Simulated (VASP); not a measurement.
A run of VASP 6.6.1 is set up as follows.

INCAR

```
PREC = Accurate ; ENCUT = 520
EDIFF = 1E-7 ; ISMEAR = 0
SIGMA = 0.02 ; LREAL = False
LASPH = True ; NELM = 100
ALGO = Normal ; ISIF = 2
LWAVE = False ; LCHARG = False
GGA = PE ; NBANDS = 11
```

KPOINTS

```
regular mesh
0
Gamma
  10 10 10
```

Contents of POSCAR:

```
BAs
1.0
    0.0000000000      2.4282187665      2.4282187665
    2.4282187665      0.0000000000      2.4282187665
    2.4282187665      2.4282187665      0.0000000000
B As
1 1
Direct
    0.0000000000      0.0000000000      0.0000000000
    0.2500000000      0.2500000000      0.2500000000
```

Potentials or basis: VASP PAW PBE potentials, release 64 (B, As).

Launch:

```sh
$ cat potpaw_PBE.64/B/POTCAR potpaw_PBE.64/As/POTCAR > POTCAR
$ mpirun -np 1 vasp_std > vasp.out
```

(1) What does it give for the pressure?

(2) Predict the band gap on the k mesh.

Answers

(1) -3.1 GPa.

(2) 1.23 eV, indirect (least direct gap 3.22 eV).
